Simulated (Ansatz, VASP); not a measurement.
O in VASP and in Ansatz

File INCAR:

```
  PREC = Accurate
  ENCUT = 520
  EDIFF = 1E-8
  ISMEAR = -1
  SIGMA = 0.01
  LREAL = False
  LASPH = True
  NELM = 100
  ALGO = Normal
  ISIF = 2
  LWAVE = False
  LCHARG = False
  GGA = CA
  LEFG = True
  NBANDS = 13
```

Contents of KPOINTS:

```
regular mesh
0
Gamma
  12 12 12
```

The input POSCAR:

```
O
1.0
    0.0000000000      2.1075500000      3.3448500000
    1.4783500000      0.0000000000      3.3448500000
    1.4783500000      2.1075500000      0.0000000000
O
2
Direct
    0.0871000000      0.0871000000      0.9129000000
    0.9129000000      0.9129000000      0.0871000000
```

Input for Ansatz:

```yaml
crystal:
  lattice:
    - [0.0, 2.10755, 3.34485]
    - [1.47835, 0.0, 3.34485]
    - [1.47835, 2.10755, 0.0]
  atoms:
    - { symbol: O, position: [0.0871, 0.0871, 0.9129] }
    - { symbol: O, position: [0.9129, 0.9129, 0.0871] }
kpoints:
  mp_grid: { grid: [12, 12, 12] }
  band_path:
    path:
      - [0.0, 0.0, 0.0]
      - [0.5, 0.0, 0.5]
      - [1.0, 0.5, 0.5]
      - [0.5, 0.5, 0.0]
      - [0.0, 0.0, 0.0]
      - [0.0, 0.4218456627, 0.4218456627]
      - [1.0, 0.5781543373, 0.5781543373]
      - [1.0, 0.5, 0.5]
      - [0.5, 0.0, 0.5]
    npoints: 5
scf:
  occupations: { method: fermi_dirac, width: 0.01 }
hamiltonian:
  xc: lda
  pseudopotentials: { kind: paw }
output:
  forces: true
  stress: true
  eigenvalues: true
  efg: { contact_densities: true }
  write_density: true
  write_potential: true
  elf: true
  volumetric_format: npy
```

Alike in both runs: task electric field gradients; functional LDA; k mesh 12 × 12 × 12; occupations fermi-dirac, width 0.01 eV; no spin polarisation.

```csv
,VASP,Ansatz
version,VASP 6.6.1,Ansatz 0.2.0
potentials or method,"VASP PAW LDA potentials, release 64 (O)","PAW with Ansatz's default frozen-core files, scalar-relativistic"
plane-wave cutoff (eV),520,420
valence electrons in the cell,12,12
```

Ansatz gave:

| Property | Result |
| --- | --- |
| pressure (GPa) | 1.5 |
| traceless stress, the component that is largest in VASP (GPa) | 25.87 |
| rms of the force components (eV/Å) | 1.475 |
| size of Vzz on the site where it differs most (V/Å²) | 109.1 |

**Question.** Estimate VASP's values.

**Answer.** Pressure (GPa): 8.3; traceless stress, the component that is largest in VASP (GPa): 40.24; rms of the force components (eV/Å): 2.886; size of Vzz on the site where it differs most (V/Å²): 110.0.

LDA's correlation is that of Perdew and Zunger in VASP and of Perdew and Wang (1992) in Ansatz. Atom by atom the forces differ by 1.411 eV/Å (rms over components).

Noted on VASP's run: the standard files for N, O and F lose accuracy on very short bonds; spin is off for a triplet molecule.
